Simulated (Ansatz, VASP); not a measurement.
Tl: VASP beside Ansatz

INCAR

```
SYSTEM = Tl
PREC = Accurate
ENCUT = 520
EDIFF = 1E-6
ISMEAR = -1
SIGMA = 0.03
LREAL = .FALSE.
LASPH = .TRUE.
NELM = 100
ALGO = Normal
ISIF = 2
LWAVE = .FALSE.
LCHARG = .TRUE.
GGA = PE
LELF = .TRUE.
LVHAR = .TRUE.
NBANDS = 20
```

Contents of KPOINTS:

```
Automatic mesh
0
G
  10 10 6
  0 0 0
```

File POSCAR:

```
Tl
1.0
    3.5902820628      0.0000000000      0.0000000000
   -1.7951410314      3.1092754731      0.0000000000
    0.0000000000      0.0000000000      5.6419406004
Tl
2
Direct
    0.3333333333      0.6666666667      0.2500000000
    0.6666666667      0.3333333333      0.7500000000
```

Input for Ansatz:

```yaml
crystal:
  lattice:
    - [3.5902820628, 0.0, 0.0]
    - [-1.7951410314, 3.1092754731, 0.0]
    - [0.0, 0.0, 5.6419406004]
  atoms:
    - { symbol: Tl, position: [0.3333333333, 0.6666666667, 0.25] }
    - { symbol: Tl, position: [0.6666666667, 0.3333333333, 0.75] }
hamiltonian:
  xc: pbe
  pseudopotentials:
    kind: paw
    azcp:
      Tl: "pseudopotentials/Tl.paw.azcp"
basis:
  ecutwfc: 420
  fft_grid_basis: typed
kpoints:
  mp_grid: { grid: [10, 10, 6], shift: [0, 0, 0] }
magnetization:
  spin_polarized: false
scf:
  occupations: { method: fermi_dirac, width: 0.03 }
  lower_state_search: "off"
output:
  stress: true
```

Alike in both runs: task single point; functional PBE; k mesh 10 × 10 × 6; occupations fermi-dirac, width 0.03 eV; no spin polarisation.

```csv
,VASP,Ansatz
version,VASP 6.6.1,Ansatz 0.2.0
potentials or method,"VASP PAW PBE potentials, release 64 (Tl_d), cutoff 520 eV","plane waves (420 eV) with PAW, scalar-relativistic"
valence electrons in the cell,26,26
```

|  | VASP | Ansatz | Ansatz less VASP |
| --- | --- | --- | --- |
| pressure (GPa) | -0.1 | -0.1 | +0.06 |
| traceless stress, the component that is largest in VASP (GPa) | 0.39 | 0.40 | +0.016 |

Neither program's run includes spin-orbit coupling.
